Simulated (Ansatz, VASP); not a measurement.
# AlN in VASP and in Ansatz

```xyz
2
Lattice="0.0000 2.1840 2.1840 2.1840 0.0000 2.1840 2.1840 2.1840 0.0000" Properties=species:S:1:pos:R:3 pbc="T T T"
Al    0.0000    0.0000    0.0000
N     1.0920    1.0920    1.0920
```

Alike in both runs: task relaxation of cell and atoms; functional BLYP; k mesh 10 × 10 × 10; occupations fermi-dirac, width 0.05 eV; no spin polarisation.

```csv
,VASP,Ansatz
version,VASP 6.6.1,Ansatz 0.2.0
potentials or method,"VASP PAW PBE potentials, release 64 (Al, N), cutoff 600 eV","all-electron LAPW, scalar-relativistic"
```

```tsv
	VASP	Ansatz	Ansatz less VASP
relaxed volume (Å³/atom)	10.85	10.83	-0.012
relaxed cell length with the largest relative difference (Å)	3.131	3.129	-0.0012
```

VASP's potentials were made for PBE, not for BLYP. Ansatz ran all-electron here, and VASP with PAW potentials.
